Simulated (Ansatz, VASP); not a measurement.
One calculation of Be2ZnTe2O, two programs

The input INCAR:

```
SYSTEM = Be2ZnTe2O
PREC = Accurate
ENCUT = 520
EDIFF = 1E-7
ISMEAR = 0
SIGMA = 0.1
LREAL = .False.
LASPH = .True.
NELM = 60
ALGO = Normal
ISIF = 2
LWAVE = .False.
LCHARG = .False.
GGA = PE
NBANDS = 26
```

KPOINTS

```
Automatic mesh
0
Gamma
  6 6 2
  0 0 0
```

File POSCAR:

```
Be2ZnTe2O
1.0
    4.2176257000      0.0000000000      0.0000000000
   -2.1088128500      3.6525710000      0.0000000000
    0.0000000000      0.0000000000      7.8938027700
Be Zn Te O
2 1 2 1
Direct
    0.3333333300      0.6666666700      0.3637280900
    0.6666666700      0.3333333300      0.6362719100
    0.0000000000      0.0000000000      0.0000000000
    0.0000000000      0.0000000000      0.2768095800
    0.0000000000      0.0000000000      0.7231904200
    0.0000000000      0.0000000000      0.5000000000
```

Input for Ansatz:

```yaml
crystal:
  lattice:
    - [4.2176257, 0.0, 0.0]
    - [-2.10881285, 3.652571, 0.0]
    - [0.0, 0.0, 7.89380277]
  atoms:
    - { symbol: Be, position: [0.33333333, 0.66666667, 0.36372809] }
    - { symbol: Be, position: [0.66666667, 0.33333333, 0.63627191] }
    - { symbol: Zn, position: [0.0, 0.0, 0.0] }
    - { symbol: Te, position: [0.0, 0.0, 0.27680958] }
    - { symbol: Te, position: [0.0, 0.0, 0.72319042] }
    - { symbol: O, position: [0.0, 0.0, 0.5] }
basis:
  ecutwfc: 420
kpoints:
  mp_grid: { grid: [6, 6, 2] }
hamiltonian:
  xc: pbe
scf:
  occupations: { method: gaussian, width: 0.1 }
  lower_state_search: "off"
output:
  forces: true
  stress: true
  eigenvalues: true
```

Alike in both runs: task single point; functional PBE; k mesh 6 × 6 × 2; occupations gaussian, width 0.1 eV; no spin polarisation.

|  | VASP | Ansatz |
| --- | --- | --- |
| version | VASP 6.6.1 | Ansatz 0.2.0 |
| potentials or method | VASP PAW PBE potentials, release 64 (Be, Zn, Te, O), cutoff 520 eV | scalar-relativistic, plane waves, PAW |
| valence electrons in the cell | 34 | 54 |

VASP gave:

* gap on the k mesh at the Fermi level (eV): none
* pressure (GPa): 27.9
* traceless stress, the component that is largest in VASP (GPa): 56.45
* rms of the force components (eV/Å): 1.178

Question: What did Ansatz give for the same quantities?

Answer: gap on the k mesh at the Fermi level (eV): none; pressure (GPa): 27.6; traceless stress, the component that is largest in VASP (GPa): 56.08; rms of the force components (eV/Å): 1.134.

Atom by atom the forces differ by 0.048 eV/Å (rms over components). A gap of «none» marks a metal or a gap that the smearing closes. With one functional, cell and mesh, what is left measures potentials, basis and numerics. VASP's potentials hold 34 valence electrons a cell and Ansatz's 54, so a difference there can come from the potentials and not from the codes.

The k mesh is coarse, so the values compare programs but aren't converged. Spin-orbit coupling is off throughout.
